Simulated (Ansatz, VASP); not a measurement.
W: VASP beside Ansatz

```
CELL_PARAMETERS angstrom
2.31945 0.00000 0.00000
0.00000 2.31945 0.00000
0.00000 0.00000 2.31945
ATOMIC_POSITIONS crystal
W 0.00000 0.00000 0.00000
```

Change from the starting cell: volume scaled by 0.68, LAPW.

Alike in both runs: task single point; functional PBE; k mesh 16 × 16 × 16; occupations fermi-dirac, width 0.1 eV; no spin polarisation.

|  | VASP | Ansatz |
| --- | --- | --- |
| version | VASP 6.6.1 | Ansatz 0.2.0 |
| potentials or method | VASP PAW PBE potentials, release 64 (W_sv), cutoff 520 eV | all-electron LAPW, scalar-relativistic |

VASP gave:

| Quantity | Value |
| --- | --- |
| pressure (GPa) | 189.7 |

Task: Estimate Ansatz's values.

Result: Pressure (GPa): 181.8.

Both programs put the cell under a high pressure, so it lies far from rest at this level. Ansatz ran all-electron here, and VASP with PAW potentials.

Spin-orbit coupling is off throughout. Noted on VASP's run: the cell as given lies far from equilibrium.
